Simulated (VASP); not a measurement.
Here is a VASP 6.6.1 calculation.

Contents of INCAR:

```
  ALGO = Normal
  EDIFF = 1E-6
  ENCUT = 520
  GGA = PE
  ISIF = 2
  ISMEAR = 0
  LASPH = T
  LCHARG = F
  LREAL = F
  LWAVE = F
  NBANDS = 11
  NELM = 60
  PREC = Accurate
  SIGMA = 0.1
```

Contents of KPOINTS:

```
k-points
0
Gamma
  12 12 4
```

The input POSCAR:

```
C
1.0
    2.4664549776      0.0000000000      0.0000000000
   -1.2332274888      2.1360126679      0.0000000000
    0.0000000000      0.0000000000      4.0952436232
C
2
Direct
    0.3333333333      0.6666666667      0.5000000000
    0.6666666667      0.3333333333      0.5000000000
```

Potentials or basis: VASP PAW PBE potentials, release 64 (C).

Run with:

```console
$ cat potpaw_PBE.64/C/POTCAR > POTCAR
$ mpirun -np 1 vasp_std > vasp.out
```

(1) Estimate the band gap on the k mesh.

(2) What does it give for the pressure?

Answers

(1) zero (bands 4 and 5 overlap by 0.36 eV).

(2) 0.5 GPa.

Caveat: the k points lie up to 0.38 Å⁻¹ apart; this functional lacks dispersion, which binds layers or chains, so the pressure and a relaxed spacing across them are unreliable.
